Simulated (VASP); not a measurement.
A run of VASP 6.6.1:

INCAR

```
  PREC = Accurate
  ENCUT = 520
  EDIFF = 1E-7
  ISMEAR = 0
  SIGMA = 0.05
  LREAL = False
  LASPH = True
  NELM = 80
  ALGO = Normal
  ISIF = 2
  LWAVE = False
  LCHARG = False
  GGA = PE
  NBANDS = 35
```

Contents of KPOINTS:

```
regular mesh
0
Gamma
  12 12 2
```

The input POSCAR:

```
WS2
1.0
    3.1885542945     -0.0000076078      0.0004311509
   -1.5942837359      2.7613678146      0.0003145880
    0.0019983308      0.0028373783     14.7368085344
W S
2 4
Direct
    0.3332921074      0.6666366326      0.2500092374
    0.6666357996      0.3332984143      0.7500096499
    0.3335595033      0.6668709260      0.6434005815
    0.6668932215      0.3335369598      0.1434002014
    0.3331467791      0.6664934818      0.8565903606
    0.6664725890      0.3331635855      0.3565899695
```

Potentials or basis: VASP PAW PBE potentials, release 64 (W_sv, S).

The run is started by

```bash
$ cat potpaw_PBE.64/W_sv/POTCAR potpaw_PBE.64/S/POTCAR > POTCAR
$ mpirun -np 1 vasp_std > vasp.out
```

Hardware: 1 thread of Intel(R) Xeon(R) 6975P-C (Granite Rapids), with other jobs on the host.

Task: How long does it take, and how much memory?

Result: It took 4.5 min on 1 thread of Intel(R) Xeon(R) 6975P-C (Granite Rapids), on a shared host, peak memory 0.61 GiB. Counts: scf iterations 17, k points 148.
